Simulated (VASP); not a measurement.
# Zn in VASP: single point with PBEsol

Aim: the single point of Zn with PBEsol.

All numbers are computed with VASP 6.6.1; they aren't measurements. Logs are shortened: lines on timing, memory, paths and dates and some standing lists are left out, and cuts for length are marked.

## 1. The cell of the first run

The cell holds a molecule in a box, 1 atom: a = 15.000 Å, b = 15.500 Å, c = 16.000 Å, α = 90.00°, β = 90.00°, γ = 90.00°.

## 2. Single point, PBEsol

INCAR

```
SYSTEM = Zn
ALGO     = Normal         ! electronic algorithm
EDIFF    = 1E-7           ! SCF threshold, eV
ENCUT    = 520            ! plane-wave cutoff, eV
GGA      = PS             ! functional
ISIF     = 2              ! what is computed and relaxed
ISMEAR   = 0              ! smearing method
ISYM     = 0            
LASPH    = .TRUE.         ! aspherical terms in the spheres
LCHARG   = .FALSE.        ! write CHGCAR
LREAL    = .FALSE.        ! projectors in reciprocal space
LWAVE    = .FALSE.        ! write WAVECAR
NBANDS   = 12             ! bands
NELM     = 60             ! most SCF steps
PREC     = Accurate       ! precision mode
SIGMA    = 0.005          ! smearing width, eV
```

KPOINTS

```
k-points
0
G
  1 1 1
  0 0 0
```

POSCAR

```
Zn
1.0
   15.0000000000      0.0000000000      0.0000000000
    0.0000000000     15.5000000000      0.0000000000
    0.0000000000      0.0000000000     16.0000000000
Zn
1
Direct
    0.5000000000      0.5000000000      0.5000000000
```

Potentials or basis: VASP PAW PBE potentials, release 64 (Zn).

The run is started by

```
$ cat potpaw_PBE.64/Zn/POTCAR > POTCAR
$ mpirun -np 1 vasp_gam > vasp.out
```

OUTCAR:

```text
SYSTEM = Zn
   EDIFF = 1E-7
   ENCUT = 520
   GGA = PS
   ISIF = 2
   ISMEAR = 0
   ISYM = 0
   LASPH = .TRUE.
   LREAL = .FALSE.
   NELM = 60
   PREC = Accurate

 ion  position               nearest neighbor table
   1  0.500  0.500  0.500-

IMPORTANT INFORMATION: All symmetrisations will be switched off!
NOSYMM: (Re-)initialisation of all symmetry stuff for point group C_1.

----------------------------------------------------------------------------------------

                                     Primitive cell

  volume of cell :    3720.0000

  direct lattice vectors                    reciprocal lattice vectors
    15.000000000  0.000000000  0.000000000     0.066666667  0.000000000  0.000000000
     0.000000000 15.500000000  0.000000000     0.000000000  0.064516129  0.000000000
     0.000000000  0.000000000 16.000000000     0.000000000  0.000000000  0.062500000

  length of vectors
    15.000000000 15.500000000 16.000000000     0.066666667  0.064516129  0.062500000

  position of ions in fractional coordinates (direct lattice)
     0.500000000  0.500000000  0.500000000

  ion indices of the primitive-cell ions
   primitive index   ion index
                 1           1

----------------------------------------------------------------------------------------

 KPOINTS: k-points

Automatic generation of k-mesh.
 Grid dimensions read from file:
 generate k-points for:    1    1    1

 Generating k-lattice:

  Cartesian coordinates                     Fractional coordinates (reciprocal lattice)
     0.066666667  0.000000000  0.000000000     1.000000000  0.000000000  0.000000000
     0.000000000  0.064516129  0.000000000     0.000000000  1.000000000  0.000000000
     0.000000000  0.000000000  0.062500000     0.000000000  0.000000000  1.000000000

  Length of vectors
     0.066666667  0.064516129  0.062500000

  Shift w.r.t. Gamma in fractional coordinates (k-lattice)
     0.000000000  0.000000000  0.000000000

 Subroutine IBZKPT returns following result:
 ===========================================

 Found      1 irreducible k-points:

 Following reciprocal coordinates:
            Coordinates               Weight
  0.000000  0.000000  0.000000      1.000000
   k-points           NKPTS =      1   k-points in BZ     NKDIM =      1   number of bands    NBANDS=     12
   number of dos      NEDOS =    301   number of ions     NIONS =      1
   total plane-waves  NPLWV = ******
   dimension x,y,z NGX =   112 NGY =  120 NGZ =  120
   dimension x,y,z NGXF=   224 NGYF=  240 NGZF=  240
   ions per type =               1
   NGX,Y,Z   is equivalent  to a cutoff of  12.41, 12.87, 12.47 a.u.
   NGXF,Y,Z  is equivalent  to a cutoff of  24.83, 25.74, 24.94 a.u.
 SYSTEM =  Zn
   PREC   = accura    normal or accurate (medium, high low for compatibility)
   ISTART =      0    job   : 0-new  1-cont  2-samecut
   ICHARG =      2    charge: 1-file 2-atom 10-const
   ISPIN  =      1    spin polarized calculation?
   LNONCOLLINEAR =      F non collinear calculations
   LSORBIT =      F    spin-orbit coupling
   LASPH  =      T    aspherical Exc in radial PAW
   ENCUT  =  520.0 eV  38.22 Ry    6.18 a.u.  27.89 28.82 29.75*2*pi/ulx,y,z
   NELM   =     60;   NELMIN=  2; NELMDL= -5     # of ELM steps
   EDIFF  = 0.1E-06   stopping-criterion for ELM
   LREAL  =      F    real-space projection
   EDIFFG = 0.1E-05   stopping-criterion for IOM
   NSW    =      0    number of steps for IOM
   IBRION =     -1    ionic relax: 0-MD 1-quasi-New 2-CG
   NFREE  =      0    steps in history (QN), initial steepest desc. (CG)
   ISIF   =      2    stress and relaxation
   ISYM   =      0    0-nonsym 1-usesym 2-fastsym
   POTIM  = 0.5000    time-step for ionic-motion
   TEBEG  =    0.0;   TEEND  =   0.0 temperature during run
   PSTRESS=    0.0 pullay stress
   NELECT =      12.0000    total number of electrons
   NUPDOWN=      -1.0000    fix difference up-down
   EMIN   =  10.00;   EMAX   =-10.00  energy-range for DOS
   EFERMI =   0.00;   METHOD = LEGACY
   ISMEAR =     0;   SIGMA  =   0.01  broadening in eV -4-tet -1-fermi 0-gaus
   EFERMI_NEDOS =   21; number of points for ismear=-14 and -15
   IALGO  =     38    algorithm
   IMIX   =      4    mixing-type and parameters
     AMIX     =   0.40;   BMIX     =  1.00
     AMIX_MAG =   1.60;   BMIX_MAG =  1.00
  volume/ion in A,a.u.               =    3720.00     25103.80
  Fermi-wavevector in a.u.,A,eV,Ry     =   0.241892  0.457109  0.796098  0.058512
  Thomas-Fermi vector in A             =   1.048732
   LORBIT       =      0    0 simple, 1 ext, 2 COOP (PROOUT), +10 PAW based schemes
   GGA     = PS    functional components
   LHFCALC =     F    Hartree Fock is set to
   AEXX    =    0.0000 exact exchange contribution
   IVDW    =     0    specifies the selected vdW correction
   LEPSILON=     F    determine dielectric tensor
   LRPA    =     F    only Hartree local field effects (RPA)
 non-spin polarized calculation
 Gauss-broadening in eV      SIGMA  =   0.01
  energy-cutoff  :      520.00
  volume of cell :     3720.00
 maximum number of plane-waves:     50071
 NGX is ok and might be reduce to   112
   NGX = 55   NGY = 57   NGZ = 59

 number of electron      12.0000015 magnetization

 Free energy of the ion-electron system (eV)
  ---------------------------------------------------
  ext. energy  EPLUGINS =         0.00000000
  ---------------------------------------------------
  free energy    TOTEN  =        -0.01563270 eV

  energy without entropy =       -0.01563270  energy(sigma->0) =       -0.01563270

 E-fermi :  -5.9443     XC(G=0):  -0.2415

 val. band max:       -5.9691598413   @ k =   0.0000   0.0000   0.0000
 cond. band min:      -1.0439405495   @ k =   0.0000   0.0000   0.0000
 fundamental gap:      4.9252192918
 Fermi energy:        -5.9442819146

 k-point     1 :       0.0000    0.0000    0.0000
  band No.  band energies     occupation
      1     -10.1167      2.00000
      2     -10.1167      2.00000
      3     -10.1167      2.00000
      4     -10.1167      2.00000
      5     -10.1167      2.00000
      6      -5.9692      2.00000
      7      -1.0439      0.00000
      8      -1.0434      0.00000
      9      -1.0429      0.00000
     10      -0.0930      0.00000
     11       0.5117      0.00000
     12       0.5568      0.00000

------------------------ aborting loop because EDIFF is reached ----------------------------------------

  FORCE on cell =-STRESS in cart. coord.  units (eV):
  Direction    XX          YY          ZZ          XY          YZ          ZX
  --------------------------------------------------------------------------------------
  -------------------------------------------------------------------------------------
  Total       -0.0012850      0.0003624     -0.0003584      0.0000000      0.0000000      0.0000000
  in kB       -0.0005535      0.0001561     -0.0001544      0.0000000      0.0000000      0.0000000
  external PRESSURE =      -0.0001839 kB  Pullay stress =       0.0000000 kB

 VOLUME and BASIS-vectors are now :
 -----------------------------------------------------------------------------
  energy-cutoff  :      520.00
  volume of cell :     3720.00
      direct lattice vectors                 reciprocal lattice vectors
    15.000000000  0.000000000  0.000000000     0.066666667  0.000000000  0.000000000
     0.000000000 15.500000000  0.000000000     0.000000000  0.064516129  0.000000000
     0.000000000  0.000000000 16.000000000     0.000000000  0.000000000  0.062500000

 POSITION                                       TOTAL-FORCE (eV/Angst)
 -----------------------------------------------------------------------------------
      7.50000      7.75000      8.00000         0.000000      0.000000     -0.000000
 -----------------------------------------------------------------------------------
    total drift:                                0.000000      0.000000     -0.000000

  FREE ENERGIE OF THE ION-ELECTRON SYSTEM (eV)
  ---------------------------------------------------
  free  energy   TOTEN  =        -0.0156327034 eV

  energy  without entropy=       -0.0156327034  energy(sigma->0) =       -0.01563270
```

Wall time 8.5 min (1 thread of AMD EPYC 7R13 (Zen 3), shared host); peak memory 2 GiB.

Results:

```yaml
Free_energy: -0.0156 eV
Gap_between_the_frontier_levels: 4.93 eV
```

Caveat: the PAW data sets were made with another functional, which shifts forces and pressure a little.
